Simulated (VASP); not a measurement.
A run of VASP 6.6.1 is set up as follows.

The input INCAR:

```
SYSTEM = MgO
PREC = Accurate
ENCUT = 520
EDIFF = 1E-7
ISMEAR = 0
SIGMA = 0.05
LREAL = Auto
LASPH = .TRUE.
NELM = 80
ALGO = Normal
ISIF = 2
LWAVE = .FALSE.
LCHARG = .FALSE.
GGA = PE
NBANDS = 126
```

Contents of KPOINTS:

```
Automatic mesh
0
G
  2 2 2
  0 0 0
```

File POSCAR:

```
MgO
1.0
    5.2295670000     -3.0192920000     -4.1780410000
   -5.2295670000      3.0192920000     -4.1780410000
    5.2295670000      9.0578750000      4.1780400000
Mg O
24 24
Direct
    0.7916670000      0.6250010000      0.1666670000
    0.2916670000      0.1250010000      0.1666670000
    0.6249990000      0.9583330000      0.3333330000
    0.1249990000      0.4583330000      0.3333330000
    0.4583330000      0.2916670000      0.5000000000
    0.9583330000      0.7916670000      0.5000000000
    0.2916670000      0.6250010000      0.6666670000
    0.7916670000      0.1250010000      0.6666670000
    0.1249990000      0.9583330000      0.8333330000
    0.6249990000      0.4583330000      0.8333330000
    0.9583330000      0.2916670000      0.0000000000
    0.4583330000      0.7916670000      0.0000000000
    0.8750010000      0.0416670000      0.1666670000
    0.3750010000      0.5416670000      0.1666670000
    0.7083330000      0.3749990000      0.3333330000
    0.2083330000      0.8749990000      0.3333330000
    0.5416670000      0.7083330000      0.5000000000
    0.0416670000      0.2083330000      0.5000000000
    0.3750010000      0.0416670000      0.6666670000
    0.8750010000      0.5416670000      0.6666670000
    0.2083330000      0.3749990000      0.8333330000
    0.7083330000      0.8749990000      0.8333330000
    0.0416670000      0.7083330000      0.0000000000
    0.5416670000      0.2083330000      0.0000000000
    0.0416670000      0.8750010000      0.1666670000
    0.5416670000      0.3750010000      0.1666670000
    0.8749990000      0.2083330000      0.3333330000
    0.3749990000      0.7083330000      0.3333330000
    0.7083330000      0.5416670000      0.5000000000
    0.2083330000      0.0416670000      0.5000000000
    0.5416670000      0.8750010000      0.6666670000
    0.0416670000      0.3750010000      0.6666670000
    0.3749990000      0.2083330000      0.8333330000
    0.8749990000      0.7083330000      0.8333330000
    0.2083330000      0.5416670000      0.0000000000
    0.7083330000      0.0416670000      0.0000000000
    0.6250010000      0.7916670000      0.1666670000
    0.1250010000      0.2916670000      0.1666670000
    0.4583330000      0.1249990000      0.3333330000
    0.9583330000      0.6249990000      0.3333330000
    0.2916670000      0.4583330000      0.5000000000
    0.7916670000      0.9583330000      0.5000000000
    0.1250010000      0.7916670000      0.6666670000
    0.6250010000      0.2916670000      0.6666670000
    0.9583330000      0.1249990000      0.8333330000
    0.4583330000      0.6249990000      0.8333330000
    0.7916670000      0.4583330000      0.0000000000
    0.2916670000      0.9583330000      0.0000000000
```

Potentials or basis: VASP PAW PBE potentials, release 64 (Mg, O).

The run is started by

```sh
$ cat potpaw_PBE.64/Mg/POTCAR potpaw_PBE.64/O/POTCAR > POTCAR
$ mpirun -np 1 vasp_std > vasp.out
```

**Question.** What does it give for the band gap on the k mesh?

**Answer.** 3.44 eV.

**Question.** What does it give for the pressure?

**Answer.** 4.1 GPa.

Stress tensor (GPa, compression positive):
```
3.74 0.01 0.00
0.01 3.75 0.00
0.00 0.00 4.67
```

Caveat: the k points lie up to 0.48 Å⁻¹ apart.
